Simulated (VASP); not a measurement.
Input of a VASP 6.6.1 run:

File INCAR:

```
SYSTEM = SrCl2
PREC = Accurate ; ENCUT = 520
EDIFF = 1E-7 ; ISMEAR = -1
SIGMA = 0.05 ; LREAL = .False.
LASPH = .True. ; NELM = 100
ALGO = Normal ; ISIF = 2
LWAVE = .False. ; LCHARG = .False.
GGA = CA ; NBANDS = 19
```

KPOINTS

```
regular mesh
0
Gamma
  7 7 7
  0 0 0
```

The input POSCAR:

```
SrCl2
1.0
    0.0000000000      3.5342546063      3.5342546063
    3.5342546063      0.0000000000      3.5342546063
    3.5342546063      3.5342546063      0.0000000000
Sr Cl
1 2
Direct
    0.0000000000      0.0000000000      0.0000000000
    0.7500000000      0.7500000000      0.7500000000
    0.2500000000      0.2500000000      0.2500000000
```

Potentials or basis: VASP PAW LDA potentials, release 64 (Sr_sv, Cl).

Run with:

```console
$ cat potpaw_LDA.64/Sr_sv/POTCAR potpaw_LDA.64/Cl/POTCAR > POTCAR
$ mpirun -np 1 vasp_std > vasp.out
```

Task: What does it give for the pressure?

Result: -3.8 GPa.

Task: What does it give for the band gap on the k mesh?

Result: 4.78 eV (least direct gap 5.07 eV).

Caveat: the cell stands under tension; an odd mesh through Γ misses points on the zone boundary, where band edges can lie.
